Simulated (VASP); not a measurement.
A run of VASP 6.6.1 is set up as follows.

POSCAR

```
Ir
1.0
    0.0000000000      1.9228496764      1.9228496764
    1.9228496764      0.0000000000      1.9228496764
    1.9228496764      1.9228496764      0.0000000000
Ir
1
Direct
    0.0000000000      0.0000000000      0.0000000000
```

The input INCAR.step1:

```
PREC = Accurate
ENCUT = 520
ISMEAR = 0
SIGMA = 0.2
LREAL = False
LASPH = True
NELM = 60
NBANDS = 10
GGA = PE
ALGO = Normal
EDIFF = 1E-4
LWAVE = True
LCHARG = False
```

Contents of INCAR.step2:

```
PREC = Accurate
ENCUT = 520
EDIFF = 1E-6
ISMEAR = 0
SIGMA = 0.2
LREAL = False
LASPH = True
NELM = 60
ALGO = Normal
ISIF = 2
LWAVE = False
LCHARG = False
METAGGA = R2SCAN
LMIXTAU = True
NBANDS = 10
ISTART = 1
```

File KPOINTS:

```
regular mesh
0
Gamma
  14 14 14
```

Potentials or basis: VASP PAW PBE potentials, release 64 (Ir).

Run with:

```sh
$ cat potpaw_PBE.64/Ir/POTCAR > POTCAR
$ cp INCAR.step1 INCAR
$ mpirun -np 1 vasp_std > vasp.out
$ cp INCAR.step2 INCAR
$ mpirun -np 1 vasp_std > vasp.out
```

Q: What does it give for the pressure?

A: 2.4 GPa.

Caveat: the PAW data sets were made with another functional, which shifts forces and pressure a little.
